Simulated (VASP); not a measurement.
B:

```xyz
1
Lattice="1.9200 0.0000 0.0000 0.0000 1.9200 0.0000 0.0000 0.0000 1.9200" Properties=species:S:1:pos:R:3 pbc="T T T"
B     0.0000    0.0000    0.0000
```

- Program: VASP 6.6.1
- Task: relaxation of cell and atoms
- Functional: BLYP
- Potentials or basis: VASP PAW PBE potentials, release 64 (B)
- Cutoff: 600 eV
- k mesh: 16 × 16 × 16
- Occupations: fermi-dirac, width 0.1 eV
- Spin: no spin polarisation

At the start: pressure -4.4 GPa; volume 7.08 Å³/atom.

Question: Where does the relaxation end?

Answer: Over 3 steps the energy falls by 2.2 meV/atom and the volume is 6.92 Å³/atom (-2.2 %); space group Pm-3m (No. 221, to 0.05 Å).

Step by step:
```
step  energy change (eV)  largest force (eV/Å)  pressure (GPa)  volume (Å³)
   1              0.0000                0.0000           -4.44         7.08
   2             -0.0020                0.0000            1.36         6.88
   3             -0.0022                0.0000            0.01         6.92
```

Final structure:
```
B
1.0
     1.90589    0.00000    0.00000
     0.00000    1.90589    0.00000
     0.00000    0.00000    1.90589
B
1
Direct
  0.00000 0.00000 0.00000
```

Caveat: the PAW data sets were made with another functional, which shifts forces and pressure a little.
